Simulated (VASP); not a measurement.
Write the native input for VASP 6.6.1 that does the following.

- Task: relaxation of cell and atoms
- Functional: LDA
- Potentials or basis: VASP PAW PBE potentials, release 64 (Eu, S)
- Cutoff: 600 eV
- k mesh: 8 × 8 × 8
- Occupations: fermi-dirac, width 0.05 eV
- Spin: collinear spin, ferromagnetic start
- Starting moments: [7.0, 0.0] μB
- Hubbard terms: Eu f U = 5.0 eV
- Dipole correction: no
- Further INCAR settings: ALGO = Normal; EDIFF = 1e-07; IBRION = 2; EDIFFG = -0.01; NSW = 60; ISIF = 3

The structure of EuS lies in POSCAR:

```
EuS
1.0
    0.0000000000      2.9785000000      2.9785000000
    2.9785000000      0.0000000000      2.9785000000
    2.9785000000      2.9785000000      0.0000000000
Eu S
1 1
Direct
    0.0000000000      0.0000000000      0.0000000000
    0.5000000000      0.5000000000      0.5000000000
```

These files were run (other wordings do the same):

INCAR

```
SYSTEM = EuS
PREC     = Accurate       ! precision mode
ENCUT    = 600            ! plane-wave cutoff, eV
EDIFF    = 1E-7           ! SCF threshold, eV
ISMEAR   = -1             ! smearing method
SIGMA    = 0.05           ! smearing width, eV
LREAL    = .False.        ! projectors in reciprocal space
LASPH    = .True.         ! aspherical terms in the spheres
NELM     = 200            ! most SCF steps
ALGO     = Normal         ! electronic algorithm
ISIF     = 3              ! what is computed and relaxed
LWAVE    = .False.        ! write WAVECAR
LCHARG   = .False.        ! write CHGCAR
ISPIN    = 2              ! spin polarisation
MAGMOM   = 7 0            ! initial moments
LORBIT   = 11             ! projections on sites
LMAXMIX  = 6              ! l up to which the mixer works
LDAU     = .True.         ! DFT+U
LDAUTYPE = 2            
LDAUL    = 3 -1           ! shell
LDAUU    = 5 0            ! U, eV
LDAUJ    = 0 0          
LDAUPRINT= 1            
GGA      = CA             ! functional
IBRION   = 2              ! ionic algorithm
NSW      = 60             ! ionic steps
EDIFFG   = -0.01          ! ionic threshold
GGA_COMPAT= .False.      
NELMIN   = 4
```

KPOINTS

```
regular mesh
0
Gamma
  8 8 8
  0 0 0
```

Potentials or basis: VASP PAW PBE potentials, release 64 (Eu, S).

Run with:

```bash
$ cat potpaw_PBE.64/Eu/POTCAR potpaw_PBE.64/S/POTCAR > POTCAR
$ mpirun -np 1 vasp_std > vasp.out
```

Results of the run:

| Property | Result |
| --- | --- |
| Relaxed volume | 24.23 Å³/atom |
| Relaxed cell | a = 4.092 Å, b = 4.092 Å, c = 4.092 Å, α = 60.00°, β = 60.00°, γ = 60.00° |
| Space group after relaxing (to 0.1 Å) | Fm-3m (No. 225) |
| Energy gained by relaxing | 30.8 meV/atom |
| Ionic steps | 3 |
| Pressure after relaxing | 0.0 GPa |
| Band gap on the k mesh | zero (filled and empty bands overlap) |
| Net moment | 7.00 μB per cell |
| Site moments | Eu +6.71; S -0.06 μB |
| Valence electrons inside the program's atomic spheres | Eu 14.84; S 3.74 |

Caveat: the PAW data sets were made with another functional, which shifts forces and pressure a little; spin-orbit coupling is left out, which moves the levels of the heavy elements; a cell with one magnetic atom can't hold antiferromagnetic order, which such compounds often take.

Run time: 8.1 min on 1 thread of Intel(R) Xeon(R) 6975P-C (Granite Rapids), with other jobs on the host, peak memory 0.25 GiB.
